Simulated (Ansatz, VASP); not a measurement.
## Two plane-wave programs on Rh

File POSCAR:

```
Rh
1.0
   -1.5144787490      1.5144787490      1.5144787490
    1.5144787490     -1.5144787490      1.5144787490
    1.5144787490      1.5144787490     -1.5144787490
Rh
1
Direct
    0.0000000000      0.0000000000      0.0000000000
```

File INCAR.step1:

```
PREC     = Accurate       # precision mode
ENCUT    = 520            # plane-wave cutoff, eV
ISMEAR   = -1             # smearing method
SIGMA    = 0.05           # smearing width, eV
LREAL    = False          # projectors in reciprocal space
LASPH    = True           # aspherical terms in the spheres
NELM     = 60             # most SCF steps
NBANDS   = 14             # bands
GGA      = PE             # functional
ALGO     = Normal         # electronic algorithm
EDIFF    = 1E-4           # SCF threshold, eV
LWAVE    = True           # write WAVECAR
LCHARG   = False          # write CHGCAR
```

File INCAR.step2:

```
PREC     = Accurate       # precision mode
ENCUT    = 520            # plane-wave cutoff, eV
EDIFF    = 1E-8           # SCF threshold, eV
ISMEAR   = -1             # smearing method
SIGMA    = 0.05           # smearing width, eV
LREAL    = False          # projectors in reciprocal space
LASPH    = True           # aspherical terms in the spheres
NELM     = 60             # most SCF steps
ALGO     = Normal         # electronic algorithm
ISIF     = 2              # what is computed and relaxed
LWAVE    = False          # write WAVECAR
LCHARG   = False          # write CHGCAR
METAGGA  = R2SCAN         # meta-GGA
LMIXTAU  = True         
LEFG     = True         
NBANDS   = 14             # bands
ISTART   = 1
```

KPOINTS

```
regular mesh
0
Gamma
  16 16 16
```

Input for Ansatz:

```yaml
crystal:
  lattice:
    - [-1.514478749, 1.514478749, 1.514478749]
    - [1.514478749, -1.514478749, 1.514478749]
    - [1.514478749, 1.514478749, -1.514478749]
  atoms:
    - { symbol: Rh, position: [0.0, 0.0, 0.0] }
kpoints:
  mp_grid: { grid: [16, 16, 16] }
scf:
  occupations: { method: fermi_dirac, width: 0.05 }
  convergence: { dr2_threshold: 1.0e-11 }
hamiltonian:
  xc: r2scan
  pseudopotentials: { kind: paw }
output:
  forces: true
  stress: true
  eigenvalues: true
  efg: { contact_densities: true }
basis:
  ecutwfc: "700 eV"
```

Alike in both runs: task electric field gradients; functional r2SCAN; k mesh 16 × 16 × 16; occupations fermi-dirac, width 0.05 eV; no spin polarisation.

|  | VASP | Ansatz |
| --- | --- | --- |
| version | VASP 6.6.1 | Ansatz 0.2.0 |
| potentials or method | VASP PAW PBE potentials, release 64 (Rh_pv), cutoff 520 eV | PAW with Ansatz's default frozen-core files, scalar-relativistic |
| valence electrons in the cell | 15 | 17 |

Ansatz gave:

| Item | Value |
| --- | --- |
| gap on the k mesh at the Fermi level (eV) | none |
| pressure (GPa) | 4.1 |

Q: Estimate VASP's values.

A: gap on the k mesh at the Fermi level (eV): none; pressure (GPa): 5.3.

VASP's potentials were made for PBE, not for r2SCAN. A gap of «none» marks a metal or a gap that the smearing closes. With one functional, cell and mesh, what is left measures potentials, basis and numerics. VASP's potentials hold 15 valence electrons a cell and Ansatz's 17, so a difference there can come from the potentials and not from the codes.
